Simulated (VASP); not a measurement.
A run of VASP 6.6.1 is set up as follows.

The input INCAR:

```
SYSTEM = BaTe
PREC = Accurate ; ENCUT = 600
EDIFF = 1E-6 ; ISMEAR = -1
SIGMA = 0.05 ; LREAL = .False.
LASPH = .True. ; NELM = 80
ALGO = Normal ; ISIF = 3
LWAVE = .False. ; LCHARG = .False.
GGA = PS ; IBRION = 2
NSW = 80 ; EDIFFG = -0.005
PSTRESS = 100.0
```

Contents of KPOINTS:

```
Automatic mesh
0
Gamma
  7 7 7
  0 0 0
```

Contents of POSCAR:

```
BaTe
1.0
    0.0000000000      3.4100000000      3.4100000000
    3.4100000000      0.0000000000      3.4100000000
    3.4100000000      3.4100000000      0.0000000000
Ba Te
1 1
Direct
    0.0000000000      0.0000000000      0.0000000000
    0.5000000000      0.5000000000      0.5000000000
```

Potentials or basis: VASP PAW PBE potentials, release 64 (Ba_sv, Te).

The run is started by

```console
$ cat potpaw_PBE.64/Ba_sv/POTCAR potpaw_PBE.64/Te/POTCAR > POTCAR
$ mpirun -np 1 vasp_std > vasp.out
```

Task: What does it give for the space group after relaxing (to 0.1 Å)?

Result: Fm-3m (No. 225).

Task: What does it give for the relaxed volume?

Result: 34.57 Å³/atom.

Task: Estimate the relaxed cell.

Result: a = 4.607 Å, b = 4.607 Å, c = 4.607 Å, α = 60.00°, β = 60.00°, γ = 60.00°.

Task: Estimate the band gap on the k mesh.

Result: 0.87 eV (least direct gap 1.22 eV).

Final structure:
```cif
data_structure
_symmetry_space_group_name_H-M 'P 1'
_symmetry_Int_Tables_number 1
_cell_length_a 4.6071
_cell_length_b 4.6071
_cell_length_c 4.6071
_cell_angle_alpha 60.000
_cell_angle_beta 60.000
_cell_angle_gamma 60.000
_cell_volume 69.15
loop_
_atom_site_label
_atom_site_type_symbol
_atom_site_fract_x
_atom_site_fract_y
_atom_site_fract_z
_atom_site_occupancy
Ba1 Ba 0.00000 0.00000 0.00000 1
Te1 Te 0.50000 0.50000 0.50000 1
```

Caveat: the cell is relaxed towards a set pressure, so the run minimises the enthalpy, not the energy; the PAW data sets were made with another functional, which shifts forces and pressure a little; spin-orbit coupling is left out, which moves the levels of the heavy elements; an odd mesh through Γ misses points on the zone boundary, where band edges can lie.
